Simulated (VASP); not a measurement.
Here is a VASP 6.6.1 calculation.

The input INCAR:

```
SYSTEM = BN
PREC = Accurate ; ENCUT = 600
EDIFF = 1E-6 ; ISMEAR = 0
SIGMA = 0.05 ; LREAL = .False.
LASPH = .True. ; NELM = 120
ALGO = Normal ; ISIF = 2
LWAVE = .False. ; LCHARG = .True.
GGA = PE ; LELF = .True.
LVHAR = .True. ; NBANDS = 11
GGA_COMPAT = .False.
```

KPOINTS

```
Automatic mesh
0
Gamma
  10 10 10
  0 0 0
```

POSCAR

```
BN
1.0
    0.0000000000      1.7878517047      1.8474467615
    1.7878517047      0.0000000000      1.8474467615
    1.7878517047      1.7878517047      0.0000000000
B N
1 1
Direct
    0.0000000000      0.0000000000      0.0000000000
    0.2500000000      0.2500000000      0.2500000000
```

Potentials or basis: VASP PAW PBE potentials, release 64 (B, N).

The run is started by

```console
$ cat potpaw_PBE.64/B/POTCAR potpaw_PBE.64/N/POTCAR > POTCAR
$ mpirun -np 1 vasp_std > vasp.out
```

(1) Predict the band gap on the k mesh.

(2) What does it give for the pressure?

Answers

(1) 4.16 eV, indirect (least direct gap 8.64 eV).

(2) 3.0 GPa.
